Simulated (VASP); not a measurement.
# La8ScGa7O23 (a cell with a defect) in VASP: single point with PBEsol

Aim: the single point of La8ScGa7O23 (a cell with a defect) with PBEsol.

Program: VASP 6.6.1. These are calculated values, not measurements. Logs are shortened: lines on timing, memory, paths and dates and some standing lists are left out, and cuts for length are marked.

### 1 The cell of the first run

The cell holds a defect, 39 atoms: a = 7.729 Å, b = 7.729 Å, c = 7.729 Å, α = 90.00°, β = 90.00°, γ = 90.00°.

### 2 Single point, PBEsol, collinear spin

Input file INCAR:

```
ALGO = Normal
EDIFF = 1E-6
ENCUT = 520
GGA = PS
GGA_COMPAT = False
ISIF = 2
ISMEAR = -1
ISPIN = 2
ISYM = -1
LASPH = True
LCHARG = False
LMAXMIX = 6
LORBIT = 11
LREAL = Auto
LWAVE = False
MAGMOM = 0 0 0 0 0 0 0 0 1 0 0 0 0 0 0 0 0 0 0 0 0 0 0 0 0 0 0 0 0 0 0 0 0 0 0 0 0 0 0
NBANDS = 193
NELECT = 329.0
NELM = 200
PREC = Accurate
SIGMA = 0.05
```

Input file KPOINTS:

```
explicit points
1
Reciprocal
  0.25000000   0.25000000   0.25000000 1
```

Input file POSCAR:

```
La8ScGa7O23
1.0
    7.7293080000      0.0000000000      0.0000000000
    0.0000000000      7.7293080000      0.0000000000
    0.0000000000      0.0000000000      7.7293080000
La Sc Ga O
8 1 7 23
Direct
    0.9908610000      0.9906770000      0.0136160000
    0.0072760000      0.9684950000      0.5140780000
    0.9934750000      0.4875630000      0.0109330000
    0.0067850000      0.4949870000      0.5219230000
    0.5001440000      0.0090150000      0.9765500000
    0.4983120000      0.0177900000      0.4919880000
    0.5038780000      0.5112900000      0.9824490000
    0.4964830000      0.5250180000      0.4762790000
    0.2494480000      0.2539920000      0.2502580000
    0.2474910000      0.2483070000      0.7503550000
    0.2615510000      0.7683740000      0.1973250000
    0.2538070000      0.7479860000      0.7710120000
    0.7495290000      0.2518290000      0.2535260000
    0.7505780000      0.2495450000      0.7447400000
    0.7515140000      0.7528930000      0.2492920000
    0.7501700000      0.7489130000      0.7490220000
    0.2104860000      0.2046940000      0.9963070000
    0.2890330000      0.2987490000      0.5070030000
    0.2161780000      0.7108750000      0.5193560000
    0.7893270000      0.2248740000      0.9990920000
    0.7003860000      0.2802960000      0.4997270000
    0.7084220000      0.7772590000      0.9996790000
    0.7936540000      0.7210580000      0.4989490000
    0.9928460000      0.3031020000      0.2800810000
    0.9969590000      0.2168850000      0.7035180000
    0.9986220000      0.7214330000      0.2080610000
    0.9942820000      0.7822750000      0.7890030000
    0.5062580000      0.2066470000      0.2139810000
    0.5016430000      0.2726010000      0.7949140000
    0.5076190000      0.7896620000      0.2930790000
    0.5083480000      0.7124300000      0.7153940000
    0.2175280000      0.0019760000      0.3072720000
    0.2849210000      0.0033520000      0.7154590000
    0.2900570000      0.5138610000      0.2107170000
    0.2131340000      0.4901310000      0.7976630000
    0.7972290000      0.0026820000      0.2790950000
    0.7150350000      0.9994660000      0.7228120000
    0.7057470000      0.5026970000      0.2190480000
    0.7857290000      0.4981200000      0.7788820000
```

Potentials or basis: VASP PAW PBE potentials, release 64 (La, Sc_sv, Ga_d, O).

The run is started by

```console
cat potpaw_PBE.64/La/POTCAR potpaw_PBE.64/Sc_sv/POTCAR potpaw_PBE.64/Ga_d/POTCAR potpaw_PBE.64/O/POTCAR > POTCAR
mpirun -np 1 vasp_std > vasp.out
```

OUTCAR:

```text
EDIFF = 1E-6
   ENCUT = 520
   GGA = PS
   ISIF = 2
   ISMEAR = -1
   ISPIN = 2
   ISYM = -1
   LASPH = True
   LORBIT = 11
   LREAL = Auto
   NELECT = 329.0
   NELM = 200
   PREC = Accurate

 ion  position               nearest neighbor table
   1  0.991  0.991  0.014-  27 2.37  17 2.37  20 2.39  36 2.54  26 2.57  22 2.74  11 3.06  15 3.18
                             9 3.39
   2  0.007  0.968  0.514-  32 2.29  25 2.42  36 2.45  23 2.53  19 2.56  27 2.57  33 2.66  37 2.79
                            16 3.18  12 3.24  15 3.30   9 3.54   4 3.66
   3  0.993  0.488  0.011-  26 2.36  35 2.37  39 2.41  24 2.52  20 2.57  38 2.75  17 2.76  34 2.77
                            13 3.22   9 3.26
   4  0.007  0.495  0.522-  19 2.32  24 2.39  23 2.41  25 2.57  39 2.62  18 2.66  35 2.66  10 3.20
                            14 3.24  16 3.30   9 3.38   2 3.66
   5  0.500  0.009  0.977-  28 2.39  22 2.42  29 2.47  37 2.57  33 2.62  17 2.71  20 2.79  11 3.13
                            12 3.20  10 3.21  14 3.23  16 3.30   9 3.44
   6  0.498  0.018  0.492-  30 2.34  33 2.39  37 2.45  21 2.56  28 2.60  32 2.60  18 2.71  13 3.23
                             9 3.24  14 3.29
   7  0.504  0.511  0.982-  29 2.35  38 2.40  34 2.42  31 2.58  22 2.60  35 2.67  39 2.69  12 3.12
                            11 3.20  16 3.20   9 3.48
   8  0.496  0.525  0.476-  31 2.35  18 2.38  21 2.47  30 2.49  38 2.57  34 2.60  19 2.62  23 2.76
                            15 3.17   9 3.33
   9  0.249  0.254  0.250-  32 2.01  17 2.02  24 2.03  18 2.04  28 2.04  34 2.06   6 3.24   3 3.26
                             8 3.33   4 3.38   1 3.39   5 3.44   7 3.48   2 3.54
  10  0.247  0.248  0.750-  35 1.92  33 1.93  18 1.95  17 1.95  25 1.98  29 2.00   4 3.20   5 3.21

  11  0.262  0.768  0.197-  34 1.98  32 2.02  30 2.05  26 2.07   1 3.06   5 3.13   7 3.20
  12  0.254  0.748  0.771-  19 1.99  27 2.03  35 2.03  31 2.03  33 2.03   7 3.12   5 3.20   2 3.24

  13  0.750  0.252  0.254-  24 1.93  28 1.94  21 1.95  36 1.97  38 1.99  20 2.00   3 3.22   6 3.23

  14  0.751  0.250  0.745-  25 1.95  21 1.95  39 1.96  37 1.96  29 1.97  20 2.00   5 3.23   4 3.24
                             6 3.29
  15  0.752  0.753  0.249-  30 1.94  26 1.95  22 1.97  23 1.97  36 1.98  38 1.98   8 3.17   1 3.18
                             2 3.30
  16  0.750  0.749  0.749-  31 1.91  27 1.93  37 1.97  39 1.97  23 1.97  22 1.98   2 3.18   7 3.20
                             4 3.30   5 3.30
  17  0.210  0.205  0.996-  10 1.95   9 2.02   1 2.37   5 2.71   3 2.76
  18  0.289  0.299  0.507-  10 1.95   9 2.04   8 2.38   4 2.66   6 2.71
  19  0.216  0.711  0.519-  12 1.99   4 2.32   2 2.56   8 2.62
  20  0.789  0.225  0.999-  14 2.00  13 2.00   1 2.39   3 2.57   5 2.79
  21  0.700  0.280  0.500-  14 1.95  13 1.95   8 2.47   6 2.56
  22  0.708  0.777  1.000-  15 1.97  16 1.98   5 2.42   7 2.60   1 2.74
  23  0.794  0.721  0.499-  15 1.97  16 1.97   4 2.41   2 2.53   8 2.76
  24  0.993  0.303  0.280-  13 1.93   9 2.03   4 2.39   3 2.52
  25  0.997  0.217  0.704-  14 1.95  10 1.98   2 2.42   4 2.57
  26  0.999  0.721  0.208-  15 1.95  11 2.07   3 2.36   1 2.57
  27  0.994  0.782  0.789-  16 1.93  12 2.03   1 2.37   2 2.57
  28  0.506  0.207  0.214-  13 1.94   9 2.04   5 2.39   6 2.60
  29  0.502  0.273  0.795-  14 1.97  10 2.00   7 2.35   5 2.47
  30  0.508  0.790  0.293-  15 1.94  11 2.05   6 2.34   8 2.49
  31  0.508  0.712  0.715-  16 1.91  12 2.03   8 2.35   7 2.58
  32  0.218  0.002  0.307-   9 2.01  11 2.02   2 2.29   6 2.60
  33  0.285  0.003  0.715-  10 1.93  12 2.03   6 2.39   5 2.62   2 2.66
  34  0.290  0.514  0.211-  11 1.98   9 2.06   7 2.42   8 2.60   3 2.77
  35  0.213  0.490  0.798-  10 1.92  12 2.03   3 2.37   4 2.66   7 2.67
  36  0.797  0.003  0.279-  13 1.97  15 1.98   2 2.45   1 2.54
  37  0.715  0.999  0.723-  14 1.96  16 1.97   6 2.45   5 2.57   2 2.79
  38  0.706  0.503  0.219-  15 1.98  13 1.99   7 2.40   8 2.57   3 2.75
  39  0.786  0.498  0.779-  14 1.96  16 1.97   3 2.41   4 2.62   7 2.69

IMPORTANT INFORMATION: All symmetrisations will be switched off!
NOSYMM: (Re-)initialisation of all symmetry stuff for point group C_1.

----------------------------------------------------------------------------------------

                                     Primitive cell

  volume of cell :     461.7659

  direct lattice vectors                    reciprocal lattice vectors
     7.729308000  0.000000000  0.000000000     0.129377688  0.000000000  0.000000000
     0.000000000  7.729308000  0.000000000     0.000000000  0.129377688  0.000000000
     0.000000000  0.000000000  7.729308000     0.000000000  0.000000000  0.129377688

  length of vectors
     7.729308000  7.729308000  7.729308000     0.129377688  0.129377688  0.129377688

  position of ions in fractional coordinates (direct lattice)
     0.990861000  0.990677000  0.013616000
     0.007276000  0.968495000  0.514078000
     0.993475000  0.487563000  0.010933000
     0.006785000  0.494987000  0.521923000
[... 108 lines left out ...]
   LREAL  =      T    real-space projection
   EDIFFG = 0.1E-04   stopping-criterion for IOM
   NSW    =      0    number of steps for IOM
   IBRION =     -1    ionic relax: 0-MD 1-quasi-New 2-CG
   NFREE  =      0    steps in history (QN), initial steepest desc. (CG)
   ISIF   =      2    stress and relaxation
   ISYM   =     -1    0-nonsym 1-usesym 2-fastsym
   POTIM  = 0.5000    time-step for ionic-motion
   TEBEG  =    0.0;   TEEND  =   0.0 temperature during run
   PSTRESS=    0.0 pullay stress
   NELECT =     329.0000    total number of electrons
   NUPDOWN=      -1.0000    fix difference up-down
   EMIN   =  10.00;   EMAX   =-10.00  energy-range for DOS
   EFERMI =   0.00;   METHOD = LEGACY
   ISMEAR =    -1;   SIGMA  =   0.05  broadening in eV -4-tet -1-fermi 0-gaus
   EFERMI_NEDOS =   21; number of points for ismear=-14 and -15
   IALGO  =     38    algorithm
   IMIX   =      4    mixing-type and parameters
     AMIX     =   0.40;   BMIX     =  1.00
     AMIX_MAG =   1.60;   BMIX_MAG =  1.00
  volume/ion in A,a.u.               =      11.84        79.90
  Fermi-wavevector in a.u.,A,eV,Ry     =   1.462176  2.763111 29.088675  2.137957
  Thomas-Fermi vector in A             =   2.578420
   LORBIT       =     11    0 simple, 1 ext, 2 COOP (PROOUT), +10 PAW based schemes
   GGA     = PS    functional components
   LHFCALC =     F    Hartree Fock is set to
   AEXX    =    0.0000 exact exchange contribution
   IVDW    =     0    specifies the selected vdW correction
   LEPSILON=     F    determine dielectric tensor
   LRPA    =     F    only Hartree local field effects (RPA)
 spin polarized calculation
  energy-cutoff  :      520.00
  volume of cell :      461.77
 maximum number of plane-waves:     12452
 NGX is ok and might be reduce to    60
   NGX = 29   NGY = 29   NGZ = 29

 number of electron     328.0000000 magnetization       1.0000000

 number of electron     329.0000006 magnetization      -0.8192341

 Free energy of the ion-electron system (eV)
  ---------------------------------------------------
  ext. energy  EPLUGINS =         0.00000000
  ---------------------------------------------------
  free energy    TOTEN  =      -291.39308097 eV

  energy without entropy =     -291.36274139  energy(sigma->0) =     -291.37791118

 E-fermi :  10.5088     XC(G=0): -12.0940

 val. band max:       10.3933567099   @ k =   0.2500   0.2500   0.2500
 cond. band min:      10.6242763886   @ k =   0.2500   0.2500   0.2500
 fundamental gap:      0.2309196787
 Fermi energy:        10.5088158899

 spin component 1

 k-point     1 :       0.2500    0.2500    0.2500
  band No.  band energies     occupation
      1     -39.6004      1.00000
      2     -23.1485      1.00000
      3     -23.0960      1.00000
      4     -23.0928      1.00000
      5     -23.0659      1.00000
      6     -23.0292      1.00000
[... 168 lines left out ...]
    175      11.7664      0.00000
    176      11.7885      0.00000
 Fermi energy:        10.5088158899

 spin component 2

 k-point     1 :       0.2500    0.2500    0.2500
  band No.  band energies     occupation
      1     -39.6128      1.00000
      2     -23.1648      1.00000
      3     -23.1120      1.00000
      4     -23.1099      1.00000
      5     -23.0761      1.00000
      6     -23.0474      1.00000
[... 168 lines left out ...]
    175      11.7508      0.00000
    176      11.7722      0.00000
 [bands above 176 left out]

------------------------ aborting loop because EDIFF is reached ----------------------------------------

  FORCE on cell =-STRESS in cart. coord.  units (eV):
  Direction    XX          YY          ZZ          XY          YZ          ZX
  --------------------------------------------------------------------------------------
  -------------------------------------------------------------------------------------
  Total       34.9483339     34.5416855     31.1061132     -0.5587305      0.5943248     -3.1026037
  in kB      121.2593451    119.8484074    107.9280897     -1.9386130      2.0621135    -10.7650252
  external PRESSURE =     116.3452807 kB  Pullay stress =       0.0000000 kB

 VOLUME and BASIS-vectors are now :
 -----------------------------------------------------------------------------
  energy-cutoff  :      520.00
  volume of cell :      461.77
      direct lattice vectors                 reciprocal lattice vectors
     7.729308000  0.000000000  0.000000000     0.129377688  0.000000000  0.000000000
     0.000000000  7.729308000  0.000000000     0.000000000  0.129377688  0.000000000
     0.000000000  0.000000000  7.729308000     0.000000000  0.000000000  0.129377688

 POSITION                                       TOTAL-FORCE (eV/Angst)
 -----------------------------------------------------------------------------------
      7.65867      7.65725      0.10524        -0.002912      0.000619     -0.000531
      0.05624      7.48580      3.97347         0.000323      0.001601     -0.002247
      7.67887      3.76852      0.08450        -0.000579     -0.002554      0.002507
      0.05244      3.82591      4.03410        -0.002045     -0.003173     -0.001275
      3.86577      0.06968      7.54806         0.007822      0.008321      0.003555
      3.85161      0.13750      3.80273         0.002039     -0.004318     -0.006125
[... 31 lines left out ...]
      5.45494      3.88550      1.69309        -0.021062     -0.003346     -0.017495
      6.07314      3.85012      6.02022         0.014471      0.000902      0.015440
 -----------------------------------------------------------------------------------
    total drift:                                0.007561     -0.027729      0.014818

  FREE ENERGIE OF THE ION-ELECTRON SYSTEM (eV)
  ---------------------------------------------------
  free  energy   TOTEN  =      -291.3930809678 eV

  energy  without entropy=     -291.3627413943  energy(sigma->0) =     -291.37791118

 total charge

# of ion       s       p       d       f       tot
--------------------------------------------------
    1        2.034   5.679   0.680   0.260   8.653
    2        2.036   5.693   0.663   0.253   8.645
    3        2.033   5.692   0.656   0.255   8.637
    4        2.033   5.690   0.656   0.249   8.628
    5        2.031   5.679   0.658   0.260   8.628
    6        2.032   5.692   0.642   0.249   8.615
[... 31 lines left out ...]
   38        1.555   3.491   0.000   0.000   5.046
   39        1.554   3.498   0.000   0.000   5.053
--------------------------------------------------
tot         59.462 137.492  78.476   2.035 277.465

 magnetization (x)

# of ion       s       p       d       f       tot
--------------------------------------------------
    1       -0.001   0.000  -0.010  -0.015  -0.027
    2       -0.001  -0.000  -0.005  -0.006  -0.012
    3       -0.000   0.000  -0.002  -0.004  -0.006
    4       -0.000   0.000  -0.001  -0.003  -0.003
    5       -0.004   0.000  -0.028  -0.043  -0.074
    6       -0.001   0.000  -0.004  -0.010  -0.014
[... 31 lines left out ...]
   38       -0.000  -0.002   0.000   0.000  -0.002
   39       -0.000  -0.001   0.000   0.000  -0.001
--------------------------------------------------
tot         -0.257  -0.211  -0.087  -0.105  -0.660
```

It took 14 min on 1 thread of Intel Xeon Platinum 8259CL at 2.50GHz (Skylake/Cascade Lake), shared host; peak memory 0.75 GiB.

Results:

| Property | Result |
| --- | --- |
| Free energy | -291.3931 eV |
| Largest force | 0.061 eV/Å |
| Net moment | -0.82 μB per cell |
| Site moments | La -0.03, -0.01, -0.00, -0.07 (each value once); Sc -0.02; Ga -0.01, -0.12, -0.14, -0.00 (each value once); O -0.00, -0.01, -0.02, -0.03, -0.04 (each value once) μB |
| Valence electrons inside the program's atomic spheres | La 8.65, 8.64, 8.63, 8.62 (each value once); Sc 9.91; Ga 11.83, 11.67, 11.71, 11.79, 11.80, 11.84 (each value once); O 5.06, 5.01, 5.04, 5.05, 5.03 (each value once) |

Forces in eV/Å, atoms in the order of the input:
```
La  -0.003  0.001 -0.001
La   0.000  0.002 -0.002
La  -0.001 -0.003  0.003
La  -0.002 -0.003 -0.001
La   0.008  0.008  0.004
La   0.002 -0.004 -0.006
La   0.007  0.000  0.002
La   0.001  0.001 -0.004
Sc  -0.014  0.013  0.005
Ga  -0.004  0.001 -0.008
Ga   0.004  0.009 -0.032
Ga   0.003  0.000  0.052
Ga   0.005  0.004  0.006
Ga   0.007  0.003 -0.009
Ga   0.000  0.000  0.006
Ga   0.002 -0.006 -0.009
O   -0.020 -0.033 -0.040
O    0.024  0.022  0.044
O   -0.009 -0.014 -0.038
O    0.007 -0.013 -0.002
O   -0.026  0.012  0.000
O   -0.023  0.018 -0.003
O    0.015 -0.011  0.000
O   -0.038  0.026  0.009
O    0.003 -0.011 -0.014
O    0.013 -0.014 -0.016
O    0.003  0.019  0.017
O    0.036 -0.028 -0.023
O   -0.002  0.008  0.028
O   -0.006  0.010  0.017
O   -0.005 -0.013 -0.004
O   -0.019 -0.051  0.026
O    0.017 -0.004 -0.002
O    0.018  0.047 -0.028
O   -0.002  0.006  0.021
O    0.018  0.000  0.004
O   -0.012  0.001 -0.002
O   -0.021 -0.003 -0.017
O    0.014  0.001  0.015
```

Levels at points of the mesh, in eV from the Fermi level:
Spin up:
```
           k point  band 160  band 161  band 162  band 163  band 164  band 165  band 166  band 167  band 168  band 169
(0.25, 0.25, 0.25)     -4.12     -4.07     -4.02     -3.88     -2.50      0.12      0.73      0.81      1.03      1.05
```
Spin down:
| k point | band 162 | band 163 | band 164 | band 165 | band 166 | band 167 | band 168 | band 169 |
| --- | --- | --- | --- | --- | --- | --- | --- | --- |
| (0.25, 0.25, 0.25) | -4.03 | -3.90 | -2.66 | -0.12 | 0.67 | 0.79 | 1.01 | 1.02 |

Caveat: the cell carries a net charge on a neutralising background, which shifts energy and pressure; the cell is charged against a uniform background, so pressure and absolute levels hang on convention; the PAW data sets were made with another functional, which shifts forces and pressure a little; spin-orbit coupling is left out, which moves the levels of the heavy elements.
